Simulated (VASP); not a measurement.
# CrPb: single point with PBEsol

CrPb:

```
CELL_PARAMETERS angstrom
3.48585 0.00000 0.00000
0.00000 3.48585 0.00000
0.00000 0.00000 3.48585
ATOMIC_POSITIONS crystal
Cr 0.00000 0.00000 0.00000
Pb 0.50000 0.50000 0.50000
```

```
Program             : VASP 6.6.1
Task                : single point
Functional          : PBEsol
Potentials or basis : VASP PAW PBE potentials, release 64 (Cr_pv, Pb_d)
Cutoff              : 520 eV
k mesh              : 12 × 12 × 12
Occupations         : gaussian, width 0.1 eV
Spin                : collinear spin, ferromagnetic start
Starting moments    : [3.0, 0.0] μB
```

The pressure is 0.0 GPa. The band gap on the k mesh is zero (filled and empty bands overlap), the net moment is 4.02 μB per cell and the site moments are Cr +3.68; Pb -0.05 μB. The valence electrons inside the program's atomic spheres are Cr 10.54; Pb 12.10.

Levels at points of the mesh, in eV from the Fermi level:
Spin up:
| k point | band 13 | band 14 | band 15 | band 16 | band 17 | band 18 |
| --- | --- | --- | --- | --- | --- | --- |
| (0.00, 0.00, 0.00) | -0.92 | -0.92 | 1.93 | 1.93 | 1.93 | 3.84 |
| (0.50, 0.00, 0.00) | -1.81 | -0.96 | -0.48 | 5.88 | 5.88 | 6.22 |
| (0.50, 0.50, 0.00) | -1.23 | -1.23 | -0.61 | -0.22 | 1.25 | 6.15 |
| (0.50, 0.50, 0.50) | -0.58 | -0.58 | 2.16 | 2.16 | 2.16 | 2.42 |
Spin down:
| k point | band 7 | band 8 | band 9 | band 10 | band 11 | band 12 | band 13 | band 14 | band 15 | band 16 |
| --- | --- | --- | --- | --- | --- | --- | --- | --- | --- | --- |
| (0.00, 0.00, 0.00) | -16.68 | -16.68 | -11.44 | 0.57 | 0.57 | 2.33 | 2.33 | 2.33 | 2.34 | 2.34 |
| (0.50, 0.00, 0.00) | -16.72 | -16.67 | -9.44 | -5.32 | 0.67 | 0.67 | 0.75 | 2.28 | 2.93 | 6.86 |
| (0.50, 0.50, 0.00) | -16.77 | -16.53 | -7.98 | -3.13 | -3.13 | -0.03 | 1.84 | 1.84 | 2.80 | 2.93 |
| (0.50, 0.50, 0.50) | -16.52 | -16.52 | -5.96 | -2.60 | -2.60 | -2.60 | 2.97 | 2.97 | 3.16 | 3.16 |

Run time: 95 s on 1 thread of Intel(R) Xeon(R) Platinum 8488C (Sapphire Rapids), on a shared host, peak memory 0.27 GiB.

Caveat: an empty level that is flat over the whole mesh can mark a ghost state of the potentials, or a narrow d or f band; the PAW data sets were made with another functional, which shifts forces and pressure a little; spin-orbit coupling is left out, which moves the levels of the heavy elements.
